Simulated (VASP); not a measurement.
# TiSe2 (P-3m1) in VASP: further runs, part 2 of 2

VASP 6.6.1. The steps go on from the part before.

## (3) Relaxation of cell and atoms, LDA, target pressure 3 GPa, at which the enthalpy is minimised

This run uses another cell than the first one, of 21.73 Å³/atom, 1.157 times its volume.

Contents of INCAR:

```
PREC = Accurate
ENCUT = 500
EDIFF = 1E-7
ISMEAR = -1
SIGMA = 0.03
LREAL = False
LASPH = True
NELM = 120
ALGO = Normal
ISIF = 3
LWAVE = False
LCHARG = False
IBRION = 2
NSW = 80
EDIFFG = -0.002
PSTRESS = 30.0
GGA_COMPAT = False
NELMIN = 4
```

Contents of KPOINTS:

```
regular mesh
0
Gamma
  16 16 8
```

Contents of POSCAR:

```
TiSe2
1.0
    3.5400000000      0.0000000000      0.0000000000
   -1.7700000000      3.0657299294      0.0000000000
    0.0000000000      0.0000000000      6.0080000000
Ti Se
1 2
Direct
    0.0000000000      0.0000000000      0.0000000000
    0.3333333333      0.6666666667      0.2550000000
    0.6666666667      0.3333333333     -0.2550000000
```

Potentials or basis: VASP PAW LDA potentials, release 64 (Ti_sv, Se).

Launch:

```sh
$ cat potpaw_LDA.64/Ti_sv/POTCAR potpaw_LDA.64/Se/POTCAR > POTCAR
$ mpirun -np 1 vasp_std > vasp.out
```

OUTCAR:

```text
PREC = Accurate
   ENCUT = 500
   EDIFF = 1E-7
   ISMEAR = -1
   LREAL = False
   LASPH = True
   NELM = 120
   ISIF = 3
   IBRION = 2
   NSW = 80
   EDIFFG = -0.002
   PSTRESS = 30.0
   NELMIN = 4

 ion  position               nearest neighbor table
   1  0.000  0.000  0.000-   2 2.55   3 2.55   3 2.55   2 2.55   3 2.55   2 2.55
   2  0.333  0.667  0.255-   1 2.55   1 2.55   1 2.55
   3  0.667  0.333  0.745-   1 2.55   1 2.55   1 2.55

  LATTYP: Found a hexagonal cell.
 ALAT       =     3.5400000000
 C/A-ratio  =     1.6971751412

  Lattice vectors:

 A1 = (   3.5400000000,   0.0000000000,   0.0000000000)
 A2 = (  -1.7700000000,   3.0657299294,   0.0000000000)
 A3 = (   0.0000000000,   0.0000000000,   6.0080000000)

Analysis of symmetry for initial positions (statically):
=====================================================================
 Subroutine PRICEL returns:
 Original cell was already a primitive cell.

 Routine SETGRP: Setting up the symmetry group for a
 hexagonal supercell.

 Subroutine GETGRP returns: Found 12 space group operations
 (whereof 12 operations were pure point group operations)
 out of a pool of 24 trial point group operations.

The static configuration has the point symmetry D_3d.

Analysis of symmetry for dynamics (positions and initial velocities):
=====================================================================
 Subroutine PRICEL returns:
 Original cell was already a primitive cell.

 Routine SETGRP: Setting up the symmetry group for a
 hexagonal supercell.

 Subroutine GETGRP returns: Found 12 space group operations
 (whereof 12 operations were pure point group operations)
 out of a pool of 24 trial point group operations.

The dynamic configuration has the point symmetry D_3d.

 Subroutine INISYM returns: Found 12 space group operations
[... 135 lines left out ...]
 NGX is ok and might be reduce to    28
   NGX = 13   NGY = 13   NGZ = 21

--------------------------------------- Ionic step        1  -------------------------------------------

 number of electron      24.0000002 magnetization

 Free energy of the ion-electron system (eV)
  ---------------------------------------------------
  ext. energy  EPLUGINS =         0.00000000
  ---------------------------------------------------
  free energy    TOTEN  =       -20.26532240 eV

  energy without entropy =      -20.26251389  energy(sigma->0) =      -20.26391815

------------------------ aborting loop because EDIFF is reached ----------------------------------------

  FORCE on cell =-STRESS in cart. coord.  units (eV):
  Direction    XX          YY          ZZ          XY          YZ          ZX
  --------------------------------------------------------------------------------------
  -------------------------------------------------------------------------------------
  Total       -2.0744269     -2.0744269     -1.5585999      0.0000000     -0.0000000      0.0000000
  in kB      -50.9731693    -50.9731693    -38.2981822      0.0000000     -0.0000000      0.0000000
  external PRESSURE =     -76.7481736 kB  Pullay stress =      30.0000000 kB
[... 100 lines left out ...]
  energy  without entropy=      -20.3007390289  energy(sigma->0) =      -20.30215752

  enthalpy is  TOTEN    =       -19.1757105233 eV   P V=        1.1278654859

[... ionic steps 4 to 13 ...]

--------------------------------------- Ionic step       14  -------------------------------------------

 number of electron      23.9999997 magnetization

------------------------ aborting loop because EDIFF is reached ----------------------------------------
[... 73 lines left out ...]
--------------------------------------- Ionic step       16  -------------------------------------------

 number of electron      23.9999997 magnetization

 Free energy of the ion-electron system (eV)
  ---------------------------------------------------
  ext. energy  EPLUGINS =         0.00000000
  ---------------------------------------------------
  free energy    TOTEN  =       -20.31175816 eV

  energy without entropy =      -20.30863684  energy(sigma->0) =      -20.31019750

 E-fermi :   6.2932     XC(G=0): -11.0065

 val. band max:        6.2860887000   @ k =   0.0000   0.3750   0.1250
 cond. band min:       6.2953870293   @ k =  -0.0625   0.5000   0.3750
 fundamental gap:      0.0092983293
 Fermi energy:         6.2932376167

 k-point     1 :       0.0000    0.0000    0.0000
  band No.  band energies     occupation
      1     -50.2734      2.00000
      2     -26.9317      2.00000
      3     -26.8882      2.00000
      4     -26.8882      2.00000
      5      -8.3924      2.00000
      6      -6.4009      2.00000
[... 433 lines left out ...]
      3     -26.9353      2.00000
      4     -26.9012      2.00000
      5      -6.8521      2.00000
      6      -6.0319      2.00000
[... 8 lines left out ...]
     15       8.2645      0.00000
     16       9.0777      0.00000

 [... further k-points ...]

------------------------ aborting loop because EDIFF is reached ----------------------------------------

  FORCE on cell =-STRESS in cart. coord.  units (eV):
  Direction    XX          YY          ZZ          XY          YZ          ZX
  --------------------------------------------------------------------------------------
  -------------------------------------------------------------------------------------
  Total        1.0545533      1.0545533      1.0595162      0.0000000      0.0000000      0.0000000
  in kB       29.9191245     29.9191245     30.0599288      0.0000000      0.0000000      0.0000000
  external PRESSURE =      -0.0339407 kB  Pullay stress =      30.0000000 kB
[... 22 lines left out ...]
  energy  without entropy=      -20.3086368389  energy(sigma->0) =      -20.31019750

  enthalpy is  TOTEN    =       -19.2543542354 eV   P V=        1.0574039251

 reached required accuracy - stopping structural energy minimisation
```

OSZICAR:

```text
N       E                     dE             d eps       ncg     rms          rms(c)
DAV:   1     0.193196586356E+03    0.19320E+03   -0.11431E+04  6816   0.142E+03
DAV:   2    -0.345404896074E+01   -0.19665E+03   -0.19484E+03  7400   0.359E+02
DAV:   3    -0.228120603850E+02   -0.19358E+02   -0.18713E+02 10688   0.101E+02
[... 160 lines left out ...]
DAV:   1    -0.203117591190E+02   -0.19319E-04   -0.24685E-04  6816   0.129E-01    0.102E-02
DAV:   2    -0.203117594227E+02   -0.30370E-06   -0.33428E-05  8032   0.449E-02    0.891E-03
DAV:   3    -0.203117583766E+02    0.10461E-05   -0.10694E-05  9504   0.237E-02    0.341E-03
DAV:   4    -0.203117581711E+02    0.20554E-06   -0.87348E-07  8024   0.678E-03    0.133E-03
DAV:   5    -0.203117581605E+02    0.10533E-07   -0.49571E-08  3528   0.199E-03
  16 F= -.19254354E+02 E0= -.19252794E+02  d E =-.251359E-05
```

It took 16 min on 1 thread of Intel Xeon 6975P-C (Granite Rapids), shared host; peak memory 0.35 GiB.

What came out:

```yaml
Free_energy: -20.3118 eV
Relaxed_volume: 18.82 Å³/atom
Relaxed_cell: a = 3.394 Å, b = 3.394 Å, c = 5.660 Å, α = 90.00°, β = 90.00°, γ = 120.00°
Space_group_after_relaxing_to_0.05_Å: P-3m1 (No. 164)
Energy_change_on_relaxing_the_enthalpy_is_what_falls: -15.5 meV/atom
Ionic_steps: 16
Pressure_after_relaxing: 3.0 GPa
Band_gap_on_the_k_mesh: zero (band 12 reaches 6.89 eV, above the bottom of band 13 at 5.90 eV)
```

Step by step:
| step | energy change (eV) | largest force (eV/Å) | pressure (GPa) | volume (Å³) |
| --- | --- | --- | --- | --- |
| 1 | 0.0000 | 0.2579 | -4.67 | 65.20 |
| 2 | 0.1695 | 1.7054 | 12.24 | 55.86 |
| 3 | -0.0383 | 0.6432 | 2.68 | 60.23 |
| 4 | -0.0534 | 0.4482 | 2.67 | 59.26 |
| 5 | -0.0459 | 0.1002 | 2.78 | 57.67 |
| 6 | -0.0474 | 0.0935 | 3.12 | 57.01 |
| 7 | -0.0382 | 0.0664 | 3.79 | 56.09 |
| 8 | -0.0524 | 0.2070 | 1.41 | 57.04 |
| 9 | -0.0450 | 0.0242 | 3.00 | 56.40 |
| 10 | -0.0458 | 0.0056 | 3.02 | 56.44 |
| 11 | -0.0458 | 0.0038 | 3.01 | 56.44 |
| 12 | -0.0458 | 0.0032 | 3.02 | 56.44 |
| 13 | -0.0462 | 0.0042 | 2.99 | 56.46 |
| 14 | -0.0464 | 0.0045 | 2.98 | 56.47 |
| 15 | -0.0464 | 0.0023 | 2.98 | 56.47 |
| 16 | -0.0464 | 0.0008 | 3.00 | 56.47 |

Final structure:
```cif
data_structure
_symmetry_space_group_name_H-M 'P 1'
_symmetry_Int_Tables_number 1
_cell_length_a 3.3941
_cell_length_b 3.3941
_cell_length_c 5.6603
_cell_angle_alpha 90.000
_cell_angle_beta 90.000
_cell_angle_gamma 120.000
_cell_volume 56.47
loop_
_atom_site_label
_atom_site_type_symbol
_atom_site_fract_x
_atom_site_fract_y
_atom_site_fract_z
_atom_site_occupancy
Ti1 Ti 0.00000 0.00000 0.00000 1
Se1 Se 0.33333 0.66667 0.27333 1
Se2 Se 0.66667 0.33333 0.72667 1
```

Levels at points of the mesh, in eV from the Fermi level:
| k point | band 10 | band 11 | band 12 | band 13 | band 14 | band 15 |
| --- | --- | --- | --- | --- | --- | --- |
| (0.00, 0.00, 0.00) | 0.52 | 0.59 | 0.59 | 0.72 | 0.86 | 0.86 |
| (0.50, 0.00, 0.00) | -3.02 | -2.23 | -1.48 | 0.01 | 1.69 | 2.15 |
| (0.00, 0.00, 0.50) | -2.12 | 0.39 | 0.39 | 0.56 | 0.56 | 1.46 |
| (0.50, 0.00, 0.50) | -2.67 | -0.93 | -0.65 | -0.39 | 1.69 | 2.13 |

Caveat: the cell is relaxed towards a set pressure, so the enthalpy falls and the energy may rise.
